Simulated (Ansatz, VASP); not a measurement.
# BiTe: VASP beside Ansatz

```
Bi Te
1.0
     0.00000    2.89663    4.09584
     2.89663    0.00000    4.09584
     2.89663    2.89663    0.00000
Bi Te
1 1
Direct
  0.00000 0.00000 0.00000
  0.50000 0.50000 0.50000
```

Alike in both runs: task single point; functional PBE; k mesh 18 × 18 × 18; occupations gaussian, width 0.15 eV; no spin polarisation.

|  | VASP | Ansatz |
| --- | --- | --- |
| version | VASP 6.6.1 | Ansatz 0.2.0 |
| potentials or method | VASP PAW PBE potentials, release 64 (Bi_d, Te), cutoff 520 eV | scalar-relativistic, plane waves, PAW |
| valence electrons in the cell | 21 | 31 |

Ansatz gave:

| Quantity | Value |
| --- | --- |
| gap on the k mesh at the Fermi level (eV) | none |
| pressure (GPa) | 10.0 |
| traceless stress, the component that is largest in VASP (GPa) | -11.28 |

Problem. What did VASP give for the same quantities?

Solution. gap on the k mesh at the Fermi level (eV): none; pressure (GPa): 9.9; traceless stress, the component that is largest in VASP (GPa): -11.26.

A gap of «none» marks a metal or a gap that the smearing closes. VASP's potentials hold 21 valence electrons a cell and Ansatz's 31, so a difference there can come from the potentials and not from the codes.

Neither program's run includes spin-orbit coupling.
